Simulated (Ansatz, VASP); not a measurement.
Re in VASP and in Ansatz

```xyz
1
Lattice="0.0000 1.9577 2.0654 2.0116 0.0000 2.0654 2.0116 1.9577 0.0000" Properties=species:S:1:pos:R:3 pbc="T T T"
Re    0.0000    0.0000    0.0000
```

Change from the starting cell: normal strain along x +0.0275, normal strain along z +0.0550.

Alike in both runs: task single point; functional PBE; k mesh 10 × 10 × 10; occupations gaussian, width 0.15 eV; no spin polarisation.

```csv
,VASP,Ansatz
version,VASP 6.6.1,Ansatz 0.2.0
potentials or method,"VASP PAW PBE potentials, release 64 (Re), cutoff 520 eV","scalar-relativistic, plane waves, PAW"
valence electrons in the cell,7,15
```

```tsv
	VASP	Ansatz	Ansatz less VASP
gap on the k mesh at the Fermi level (eV)	none	none	-
pressure (GPa)	-25.2	-24.4	+0.84
traceless stress, the component that is largest in VASP (GPa)	6.55	6.62	+0.061
```

A gap of «none» marks a metal or a gap that the smearing closes. The functional is the same, so the differences come from potentials, cutoffs and numerics. VASP's potentials hold 7 valence electrons a cell and Ansatz's 15, so a difference there can come from the potentials and not from the codes.

Neither program's run includes spin-orbit coupling.
